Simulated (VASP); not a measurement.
Here is a VASP 6.6.1 calculation.

Contents of POSCAR:

```
NbSiSn
1.0
    3.3880438100      0.0000000000      0.0000000000
    0.0000000000      3.3880438100      0.0000000000
    0.0000000000      0.0000000000      8.5427671500
Sn Nb Si
2 2 2
Direct
    0.7500000000      0.7500000000      0.7306300000
    0.2500000000      0.2500000000      0.2693700000
    0.2500000000      0.2500000000      0.9146000000
    0.7500000000      0.7500000000      0.0854000000
    0.7500000000      0.7500000000      0.4152000000
    0.2500000000      0.2500000000      0.5848000000
```

Contents of INCAR.step1:

```
PREC = Accurate
ENCUT = 520
ISMEAR = -5
SIGMA = 0.0448
LREAL = False
LASPH = True
NELM = 100
LMAXMIX = 4
GGA = PE
ALGO = Normal
EDIFF = 1E-4
LWAVE = True
LCHARG = False
```

The input INCAR.step2:

```
PREC = Accurate
ENCUT = 520
EDIFF = 1E-6
ISMEAR = 1
SIGMA = 0.0448
LREAL = False
LASPH = True
NELM = 100
ALGO = Normal
ISIF = 2
LWAVE = False
LCHARG = False
LMAXMIX = 4
METAGGA = R2SCAN
LMIXTAU = True
LORBIT = 11
ISTART = 1
```

File KPOINTS:

```
regular mesh
0
Gamma
  10 10 4
```

Potentials or basis: VASP PAW PBE potentials, release 64 (Sn_d, Nb_sv, Si).

Command:

```bash
$ cat potpaw_PBE.64/Sn_d/POTCAR potpaw_PBE.64/Nb_sv/POTCAR potpaw_PBE.64/Si/POTCAR > POTCAR
$ cp INCAR.step1 INCAR
$ mpirun -np 1 vasp_std > vasp.out
$ cp INCAR.step2 INCAR
$ mpirun -np 1 vasp_std > vasp.out
```

Problem. Estimate the band gap on the k mesh.

Solution. Zero (bands 31 and 32 overlap by 2.76 eV).

Problem. Predict the largest force.

Solution. 1.930 eV/Å.

Problem. Predict the pressure.

Solution. 19.3 GPa.

Stress tensor (GPa, compression positive):
```
25.46  0.00  0.00
 0.00 25.46  0.00
 0.00  0.00  6.84
```

Caveat: the cell stands under pressure; the PAW data sets were made with another functional, which shifts forces and pressure a little; spin-orbit coupling is left out, which moves the levels of the heavy elements.
